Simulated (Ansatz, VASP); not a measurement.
Mg2Si: VASP beside Ansatz

```
Si Mg
1.0
     0.00000    3.18481    3.16237
     3.18481    0.00000    3.16237
     3.18481    3.18481    0.00000
Si Mg
1 2
Direct
  0.00000 0.00000 0.00000
  0.25000 0.25000 0.25000
  0.75000 0.75000 0.75000
```

Change from the starting cell: epitaxial_xy strain +0.5%.

Alike in both runs: task single point; functional PBE; k mesh 8 × 8 × 8; occupations fermi-dirac, width 0.02 eV; no spin polarisation.

```csv
,VASP,Ansatz
version,VASP 6.6.1,Ansatz 0.2.0
potentials or method,"VASP PAW PBE potentials, release 64 (Si, Mg)","plane waves, PAW"
plane-wave cutoff (eV),600,420
valence electrons in the cell,8,24
```

```tsv
	VASP	Ansatz	Ansatz less VASP
pressure (GPa)	0.1	0.3	+0.12
traceless stress, the component that is largest in VASP (GPa)	0.44	0.44	-0.001
```

The functional is the same, so the differences come from potentials, cutoffs and numerics. VASP's potentials hold 8 valence electrons a cell and Ansatz's 24, so a difference there can come from the potentials and not from the codes.
